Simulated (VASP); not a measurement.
Runs of VASP 6.6.1 on Sc. The structure is that of space group P6_3/mmc (No. 194), or close to it. The cells are those of the table. 

```csv
cell,gap on the mesh (eV),pressure (GPa)
"a = 3.309, b = 3.309, c = 5.294 Å, angles 90.0, 90.0, 120.0°, 2 atoms",none,-5.4
"a = 3.309, b = 3.309, c = 5.347 Å, angles 90.0, 90.0, 120.0°, 2 atoms",none,-5.8
"a = 3.309, b = 3.309, c = 5.163 Å, angles 90.0, 90.0, 120.0°, 2 atoms",none,-4.3
"a = 3.309, b = 3.309, c = 5.215 Å, angles 90.0, 90.0, 120.0°, 2 atoms",none,(a)
```

Alike in all rows: task single point; level LDA; potentials or basis VASP PAW LDA potentials, release 64 (Sc_sv); no spin polarisation; k mesh 18 × 18 × 10; cutoff (eV) 520; smearing gaussian 0.15 eV.

Question: Estimate the missing entries.

Answer: (a) -4.8.

A gap of «none» marks levels without a gap at the run's occupations.
